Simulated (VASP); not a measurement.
Crystal: AlN.

```
Al N
1.0
    -0.01936    2.18736    2.18736
     2.18736   -0.01936    2.18736
     2.18736    2.18736   -0.01936
Al N
1 1
Cartesian
  -0.0024 -0.0024 -0.0024
  1.0913 1.0913 1.0913
```

This cell differs from its parent crystal: epitaxial 111 strain +1.0%.

Base run:

```yaml
Program: VASP 6.6.1
Functional: PBE
Potentials_or_basis: VASP PAW PBE potentials, release 64 (Al, N)
Cutoff: 520 eV
k_mesh: 6 × 6 × 6
Occupations: gaussian, width 0.01 eV
Spin: no spin polarisation
```

Its results: band gap on the k mesh 3.23 eV, indirect (least direct gap 3.96 eV); pressure 1.0 GPa; largest force 0.014 eV/Å.

Question: The run is repeated on the same cell with these changes: functional from PBE to r2SCAN; k mesh from 6 × 6 × 6 to 10 × 10 × 10. What comes out?

Answer: Band gap on the k mesh 3.85 eV, indirect (least direct gap 4.65 eV); pressure -3.8 GPa; largest force 0.003 eV/Å.

Several settings changed at once, so the effect can't be laid on one alone.

Caveats: the PAW data sets were made with another functional, which shifts forces and pressure a little (some runs).

A k mesh can miss the band edges.
